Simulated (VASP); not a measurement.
# Si (P6_3/mmc) in VASP: a series of runs, part 3 of 3

VASP 6.6.1. The steps go on from the part before.

## Step 5: Single point, PBEsol (10.04 Å³/atom)

This run uses another cell than the first one, of 10.04 Å³/atom.

File INCAR:

```
SYSTEM = Si
PREC     = Accurate       ! precision mode
ENCUT    = 520            ! plane-wave cutoff, eV
EDIFF    = 1E-6           ! SCF threshold, eV
ISMEAR   = 0              ! smearing method
SIGMA    = 0.05           ! smearing width, eV
LREAL    = .FALSE.        ! projectors in reciprocal space
LASPH    = .TRUE.         ! aspherical terms in the spheres
NELM     = 100            ! most SCF steps
ALGO     = Normal         ! electronic algorithm
ISIF     = 2              ! what is computed and relaxed
LWAVE    = .FALSE.        ! write WAVECAR
LCHARG   = .FALSE.        ! write CHGCAR
GGA      = PS             ! functional
NBANDS   = 11             ! bands
```

File KPOINTS:

```
regular mesh
0
G
  22 22 12
  0 0 0
```

File POSCAR:

```
Si
1.0
    2.3931129719      0.0000000000      0.0000000000
   -1.1965564859      2.0724966278      0.0000000000
    0.0000000000      0.0000000000      4.0502002765
Si
2
Direct
    0.3333333333      0.6666666667      0.2500000000
    0.6666666667      0.3333333333      0.7500000000
```

Potentials or basis: VASP PAW PBE potentials, release 64 (Si).

The run is started by

```console
$ cat potpaw_PBE.64/Si/POTCAR > POTCAR
$ mpirun -np 1 vasp_std > vasp.out
```

OUTCAR:

```text
SYSTEM = Si
   PREC = Accurate
   ENCUT = 520
   EDIFF = 1E-6
   ISMEAR = 0
   LREAL = .FALSE.
   LASPH = .TRUE.
   NELM = 100
   ISIF = 2
   GGA = PS

 ion  position               nearest neighbor table
   1  0.333  0.667  0.250-   2 2.45   2 2.45   2 2.45   2 2.45   2 2.45   2 2.45
   2  0.667  0.333  0.750-   1 2.45   1 2.45   1 2.45   1 2.45   1 2.45   1 2.45

  LATTYP: Found a hexagonal cell.
 ALAT       =     2.3931129719
 C/A-ratio  =     1.6924400662

  Lattice vectors:

 A1 = (   2.3931129719,   0.0000000000,   0.0000000000)
 A2 = (  -1.1965564859,   2.0724966278,   0.0000000000)
 A3 = (   0.0000000000,   0.0000000000,   4.0502002765)

Analysis of symmetry for initial positions (statically):
=====================================================================
 Subroutine PRICEL returns:
 Original cell was already a primitive cell.

 Routine SETGRP: Setting up the symmetry group for a
 hexagonal supercell.

 Subroutine GETGRP returns: Found 24 space group operations
 (whereof 12 operations were pure point group operations)
 out of a pool of 24 trial point group operations.

The static configuration has the point symmetry D_3d.
 The point group associated with its full space group is D_6h.

Analysis of symmetry for dynamics (positions and initial velocities):
=====================================================================
 Subroutine PRICEL returns:
 Original cell was already a primitive cell.

 Routine SETGRP: Setting up the symmetry group for a
 hexagonal supercell.

 Subroutine GETGRP returns: Found 24 space group operations
 (whereof 12 operations were pure point group operations)
 out of a pool of 24 trial point group operations.

The dynamic configuration has the point symmetry D_3d.
 The point group associated with its full space group is D_6h.

 Subroutine INISYM returns: Found 24 space group operations
 (whereof 12 operations are pure point group operations),
 and found     1 'primitive' translations

----------------------------------------------------------------------------------------

                                     Primitive cell

  volume of cell :      20.0879

  direct lattice vectors                    reciprocal lattice vectors
     2.393112972  0.000000000  0.000000000     0.417865772  0.241254916  0.000000000
    -1.196556486  2.072496628  0.000000000     0.000000000  0.482509832  0.000000000
     0.000000000  0.000000000  4.050200277     0.000000000  0.000000000  0.246901371

  length of vectors
     2.393112972  2.393112972  4.050200277     0.482509832  0.482509832  0.246901371

  position of ions in fractional coordinates (direct lattice)
     0.333333333  0.666666667  0.250000000
     0.666666667  0.333333333  0.750000000

  ion indices of the primitive-cell ions
   primitive index   ion index
                 1           1
                 2           2

----------------------------------------------------------------------------------------

 KPOINTS: regular mesh

Automatic generation of k-mesh.
 Grid dimensions read from file:
 generate k-points for:   22   22   12

 Generating k-lattice:

  Cartesian coordinates                     Fractional coordinates (reciprocal lattice)
     0.018993899  0.010966133  0.000000000     0.045454545  0.000000000  0.000000000
     0.000000000  0.021932265  0.000000000     0.000000000  0.045454545  0.000000000
     0.000000000  0.000000000  0.020575114     0.000000000  0.000000000  0.083333333

  Length of vectors
     0.021932265  0.021932265  0.020575114

  Shift w.r.t. Gamma in fractional coordinates (k-lattice)
     0.000000000  0.000000000  0.000000000

 Subroutine IBZKPT returns following result:
 ===========================================

 Found    364 irreducible k-points:

 Following reciprocal coordinates:
            Coordinates               Weight
  0.000000  0.000000  0.000000      1.000000
  0.045455 -0.000000  0.000000      6.000000
  0.090909 -0.000000  0.000000      6.000000
  0.136364 -0.000000  0.000000      6.000000
  0.181818 -0.000000  0.000000      6.000000
  0.227273 -0.000000  0.000000      6.000000
[... 16 lines left out ...]
  0.090909  0.090909  0.000000      6.000000
  0.136364  0.090909  0.000000     12.000000
 [... further k-points ...]
   k-points           NKPTS =    364   k-points in BZ     NKDIM =    364   number of bands    NBANDS=     11
   number of dos      NEDOS =    301   number of ions     NIONS =      2
   total plane-waves  NPLWV =   9720
   dimension x,y,z NGX =    18 NGY =   18 NGZ =   30
   dimension x,y,z NGXF=    36 NGYF=   36 NGZF=   60
   ions per type =               2
   NGX,Y,Z   is equivalent  to a cutoff of  12.50, 12.50, 12.31 a.u.
   NGXF,Y,Z  is equivalent  to a cutoff of  25.01, 25.01, 24.63 a.u.
 SYSTEM =  Si
   PREC   = accura    normal or accurate (medium, high low for compatibility)
   ISTART =      0    job   : 0-new  1-cont  2-samecut
   ICHARG =      2    charge: 1-file 2-atom 10-const
   ISPIN  =      1    spin polarized calculation?
   LNONCOLLINEAR =      F non collinear calculations
   LSORBIT =      F    spin-orbit coupling
   LASPH  =      T    aspherical Exc in radial PAW
   ENCUT  =  520.0 eV  38.22 Ry    6.18 a.u.   4.45  4.45  7.53*2*pi/ulx,y,z
   NELM   =    100;   NELMIN=  2; NELMDL= -5     # of ELM steps
   EDIFF  = 0.1E-05   stopping-criterion for ELM
   LREAL  =      F    real-space projection
   EDIFFG = 0.1E-04   stopping-criterion for IOM
   NSW    =      0    number of steps for IOM
   IBRION =     -1    ionic relax: 0-MD 1-quasi-New 2-CG
   NFREE  =      0    steps in history (QN), initial steepest desc. (CG)
   ISIF   =      2    stress and relaxation
   ISYM   =      2    0-nonsym 1-usesym 2-fastsym
   POTIM  = 0.5000    time-step for ionic-motion
   TEBEG  =    0.0;   TEEND  =   0.0 temperature during run
   PSTRESS=    0.0 pullay stress
   NELECT =       8.0000    total number of electrons
   NUPDOWN=      -1.0000    fix difference up-down
   EMIN   =  10.00;   EMAX   =-10.00  energy-range for DOS
   EFERMI =   0.00;   METHOD = LEGACY
   ISMEAR =     0;   SIGMA  =   0.05  broadening in eV -4-tet -1-fermi 0-gaus
   EFERMI_NEDOS =   21; number of points for ismear=-14 and -15
   IALGO  =     38    algorithm
   IMIX   =      4    mixing-type and parameters
     AMIX     =   0.40;   BMIX     =  1.00
     AMIX_MAG =   1.60;   BMIX_MAG =  1.00
  volume/ion in A,a.u.               =      10.04        67.78
  Fermi-wavevector in a.u.,A,eV,Ry     =   1.204464  2.276106 19.738412  1.450732
  Thomas-Fermi vector in A             =   2.340188
   LORBIT       =      0    0 simple, 1 ext, 2 COOP (PROOUT), +10 PAW based schemes
   GGA     = PS    functional components
   LHFCALC =     F    Hartree Fock is set to
   AEXX    =    0.0000 exact exchange contribution
   IVDW    =     0    specifies the selected vdW correction
   LEPSILON=     F    determine dielectric tensor
   LRPA    =     F    only Hartree local field effects (RPA)
 non-spin polarized calculation
 Gauss-broadening in eV      SIGMA  =   0.05
  energy-cutoff  :      520.00
  volume of cell :       20.09
 maximum number of plane-waves:       561
 NGX is ok and might be reduce to    18
   NGX =  9   NGY =  9   NGZ = 15

 number of electron       8.0000000 magnetization

 Free energy of the ion-electron system (eV)
  ---------------------------------------------------
  ext. energy  EPLUGINS =         0.00000000
  ---------------------------------------------------
  free energy    TOTEN  =        -9.53205744 eV

  energy without entropy =       -9.53143497  energy(sigma->0) =       -9.53174620

 E-fermi :  15.6094     XC(G=0): -12.7734

 val. band max:       15.5928597660   @ k =   0.5000  -0.0000   0.0833
 cond. band min:      15.6335261063   @ k =   0.1818   0.1818   0.2500
 fundamental gap:      0.0406663403
 Fermi energy:        15.6093936804

 k-point     1 :       0.0000    0.0000    0.0000
  band No.  band energies     occupation
      1      -2.5791      2.00000
      2       5.8747      2.00000
      3       6.2194      2.00000
      4      27.6515      0.00000
      5      27.6515      0.00000
      6      27.7844      0.00000
      7      27.7844      0.00000
      8      27.8055      0.00000
      9      30.7167      0.00000
     10      32.6666      0.00000
     11      33.7747      0.00000
[... 309 lines left out ...]
 k-point    24 :       0.1364    0.0909    0.0000
  band No.  band energies     occupation
      1      -1.2596      2.00000
      2       7.1062      2.00000
      3       7.4676      2.00000
      4      19.1399      0.00000
      5      20.5144      0.00000
      6      26.5888      0.00000
      7      26.7136      0.00000
      8      27.9197      0.00000
      9      28.7035      0.00000
     10      28.9670      0.00000
     11      31.1448      0.00000

 [... further k-points ...]
[... 5 lines left out ...]
  --------------------------------------------------------------------------------------
  -------------------------------------------------------------------------------------
  Total        8.4764141      8.4764141      8.4774169      0.0000000     -0.0000000      0.0000000
  in kB      676.0661833    676.0661833    676.1461699      0.0000000     -0.0000000      0.0000000
  external PRESSURE =     676.0928455 kB  Pullay stress =       0.0000000 kB

 VOLUME and BASIS-vectors are now :
 -----------------------------------------------------------------------------
  energy-cutoff  :      520.00
  volume of cell :       20.09
      direct lattice vectors                 reciprocal lattice vectors
     2.393112972  0.000000000  0.000000000     0.417865772  0.241254916  0.000000000
    -1.196556486  2.072496628  0.000000000     0.000000000  0.482509832  0.000000000
     0.000000000  0.000000000  4.050200277     0.000000000  0.000000000  0.246901371

 POSITION                                       TOTAL-FORCE (eV/Angst)
 -----------------------------------------------------------------------------------
     -0.00000      1.38166      1.01255         0.000000     -0.000000      0.000000
      1.19656      0.69083      3.03765        -0.000000      0.000000      0.000000
 -----------------------------------------------------------------------------------
    total drift:                                0.000000     -0.000000     -0.000000

  FREE ENERGIE OF THE ION-ELECTRON SYSTEM (eV)
  ---------------------------------------------------
  free  energy   TOTEN  =        -9.5320574366 eV

  energy  without entropy=       -9.5314349650  energy(sigma->0) =       -9.53174620
```

It took 1.7 min on 1 thread of Intel Xeon 8259CL, shared host; peak memory 0.17 GiB.

What came out:

| Property | Result |
| --- | --- |
| Free energy | -9.5321 eV |
| Pressure | 67.6 GPa |
| Band gap on the k mesh | zero (bands 4 and 5 overlap by 15.59 eV) |

Levels at points of the mesh, in eV from the Fermi level:
```csv
k point,band 1,band 2,band 3,band 4,band 5,band 6,band 7,band 8,band 9
"(0.00, 0.00, 0.00)",-18.19,-9.73,-9.39,12.04,12.04,12.18,12.18,12.20,15.11
"(0.50, 0.00, 0.00)",-10.00,-9.99,-2.40,-1.85,-1.28,-0.79,5.17,7.74,12.49
"(0.00, 0.00, 0.50)",-15.99,-15.99,0.68,0.68,13.19,13.19,13.19,13.19,14.84
"(0.50, 0.00, 0.50)",-8.49,-8.49,-7.14,-7.14,6.78,6.78,7.00,7.00,8.26
```

Caveat: the cell stands under pressure; the PAW data sets were made with another functional, which shifts forces and pressure a little.

## Step 6: Single point, PBEsol (14.51 Å³/atom)

This run uses another cell than the first one, of 14.51 Å³/atom.

File INCAR:

```
  ALGO = Normal
  EDIFF = 1E-6
  ENCUT = 520
  GGA = PS
  ISIF = 2
  ISMEAR = 0
  LASPH = True
  LCHARG = True
  LELF = True
  LREAL = False
  LVHAR = True
  LWAVE = False
  NBANDS = 11
  NELM = 60
  PREC = Accurate
  SIGMA = 0.05
```

File KPOINTS:

```
k-points
0
Gamma
  20 20 10
```

File POSCAR:

```
Si
1.0
    2.6971250071      0.0000000000      0.0000000000
   -1.3485625036      2.3357787733      0.0000000000
    0.0000000000      0.0000000000      4.6057630590
Si
2
Direct
    0.3333333333      0.6666666667      0.2500000000
    0.6666666667      0.3333333333      0.7500000000
```

Potentials or basis: VASP PAW PBE potentials, release 64 (Si).

The run is started by

```console
$ cat potpaw_PBE.64/Si/POTCAR > POTCAR
$ mpirun -np 1 vasp_std > vasp.out
```

Wall time 98 s (1 thread of Intel Xeon 8259CL, shared host); peak memory 0.19 GiB.

Results (log left out):

* Free energy: -10.7340 eV
* Pressure: -3.2 GPa
* Band gap on the k mesh: zero (bands 4 and 5 overlap by 12.48 eV)

Stress tensor (GPa, compression positive):
```
-3.27  0.00  0.00
 0.00 -3.27  0.00
 0.00  0.00 -3.15
```

Levels at points of the mesh, in eV from the Fermi level:
```
           k point  band 2  band 3  band 4  band 5  band 6  band 7
(0.00, 0.00, 0.00)   -8.21   -7.11    8.86    8.86   10.11   10.18
(0.50, 0.00, 0.00)   -7.56   -1.98   -1.63   -1.54    0.02    3.74
(0.00, 0.00, 0.50)  -12.72    0.45    0.45   10.13   10.13   10.13
(0.50, 0.00, 0.50)   -6.49   -5.92   -5.92    5.20    5.20    5.51
```

Caveat: the cell stands under tension; the PAW data sets were made with another functional, which shifts forces and pressure a little.

## Step 7: Overview

| cell | k mesh | gap on the mesh (eV) | pressure (GPa) |
| --- | --- | --- | --- |
| a = 2.594, b = 2.594, c = 4.406 Å, angles 90.0, 90.0, 120.0°, 2 atoms | 20 × 20 × 10 | none | 9.7 |
| a = 2.350, b = 2.350, c = 3.967 Å, angles 90.0, 90.0, 120.0°, 2 atoms | 22 × 22 × 12 | none | 90.1 |
| a = 2.629, b = 2.629, c = 4.473 Å, angles 90.0, 90.0, 120.0°, 2 atoms | 20 × 20 × 10 | none | 4.5 |
| a = 2.393, b = 2.393, c = 4.050 Å, angles 90.0, 90.0, 120.0°, 2 atoms | 22 × 22 × 12 | none | 67.6 |
| a = 2.697, b = 2.697, c = 4.606 Å, angles 90.0, 90.0, 120.0°, 2 atoms | 20 × 20 × 10 | none | -3.2 |

Alike in all rows: task single point; level PBEsol; potentials or basis VASP PAW PBE potentials, release 64 (Si); no spin polarisation; cutoff (eV) 520; smearing gaussian 0.05 eV.

Caveats: the PAW data sets were made with another functional, which shifts forces and pressure a little; the cell stands under pressure (at least some runs); the cell stands under tension (at least some runs).

Absolute energies hang on the potentials; compare differences alone.

The gap in the log of VASP goes by the Fermi energy; the results here count the filled bands.